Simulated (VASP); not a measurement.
Input of a VASP 6.6.1 run:

Contents of INCAR:

```
PREC = Accurate ; ENCUT = 520
EDIFF = 1E-6 ; ISMEAR = 0
SIGMA = 0.1 ; LREAL = F
LASPH = T ; NELM = 150
ALGO = Normal ; ISIF = 2
LWAVE = F ; LCHARG = F
ISPIN = 2 ; MAGMOM = 1.84 1.84
LORBIT = 11 ; LMAXMIX = 4
GGA = PE ; NBANDS = 20
```

KPOINTS

```
Automatic mesh
0
Gamma
  18 18 10
```

The input POSCAR:

```
Co
1.0
    2.4425826995      0.0000000000      0.0000000000
   -1.2212913497      2.1153386686      0.0000000000
    0.0000000000      0.0000000000      3.9475060709
Co
2
Direct
    0.3333333333      0.6666666667      0.2500000000
    0.6666666667      0.3333333333      0.7500000000
```

Potentials or basis: VASP PAW PBE potentials, release 64 (Co).

The run is started by

```console
$ cat potpaw_PBE.64/Co/POTCAR > POTCAR
$ mpirun -np 1 vasp_std > vasp.out
```

(1) Estimate the pressure.

(2) What does it give for the site moments?

## Answers

(1) 14.5 GPa.

(2) Co +1.57 μB.

Caveat: the cell stands under pressure.
